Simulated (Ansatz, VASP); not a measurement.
Ca3H2C in VASP and in Ansatz

```
Ca H C
1.0
     3.20275    0.00000    0.00000
     0.00000    3.20275    0.00000
     0.00000    0.00000    9.60826
Ca H C
3 2 1
Direct
  0.00000 0.00000 0.83333
  0.00000 0.00000 0.16667
  0.00000 0.00000 0.50000
  0.50000 0.50000 0.33333
  0.50000 0.50000 0.66667
  0.50000 0.50000 0.00000
```

Alike in both runs: task single point; functional PBE; k mesh 6 × 6 × 2; occupations gaussian, width 0.1 eV; collinear spin.

|  | VASP | Ansatz |
| --- | --- | --- |
| version | VASP 6.6.1 | Ansatz 0.2.0 |
| potentials or method | VASP PAW PBE potentials, release 64 (Ca_sv, H, C), cutoff 520 eV | scalar-relativistic, plane waves, PAW |
| valence electrons in the cell | 36 | 36 |

```csv
,VASP,Ansatz,Ansatz less VASP
gap on the k mesh at the Fermi level (eV),none,none,-
pressure (GPa),-2.6,-2.7,-0.13
"traceless stress, the component that is largest in VASP (GPa)",0.50,0.53,+0.036
rms of the force components (eV/Å),0.585,0.592,+0.0075
net moment per atom (μB),0.00,0.01,+0.010
size of the moment on the site where the two differ most (μB),0.00,0.21,+0.203
```

Site moments also hang on the region over which each program counts them. Atom by atom the forces differ by 0.008 eV/Å (rms over components). A gap of «none» marks a metal or a gap that the smearing closes. Ansatz's warnings: seeded moment not kept.
